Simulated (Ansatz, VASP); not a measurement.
**Ti in VASP and in Ansatz**

```xyz
3
Lattice="4.4646 0.0000 0.0000 -2.2323 3.8665 0.0000 0.0000 0.0000 2.7610" Properties=species:S:1:pos:R:3 pbc="T T T"
Ti    0.0000   -0.2203    0.0000
Ti    0.0000    2.6878    1.3805
Ti    2.2323    1.3990    1.3805
```

Change from the starting cell: mode 6 frozen in at -0.226 Å, equal normal strain along x, y and z -0.0250.

Alike in both runs: task single point; functional PBE; k mesh 12 × 12 × 14; occupations gaussian, width 0.15 eV; no spin polarisation.

|  | VASP | Ansatz |
| --- | --- | --- |
| version | VASP 6.6.1 | Ansatz 0.2.0 |
| potentials or method | VASP PAW PBE potentials, release 64 (Ti_sv), cutoff 500 eV | scalar-relativistic, plane waves, PAW |
| valence electrons in the cell | 36 | 36 |

```tsv
	VASP	Ansatz	Ansatz less VASP
gap on the k mesh at the Fermi level (eV)	none	none	-
pressure (GPa)	12.7	13.1	+0.35
traceless stress, the component that is largest in VASP (GPa)	2.14	2.12	-0.017
rms of the force components (eV/Å)	0.902	0.908	+0.0056
```

Atom by atom the forces differ by 0.006 eV/Å (rms over components). A gap of «none» marks a metal or a gap that the smearing closes.
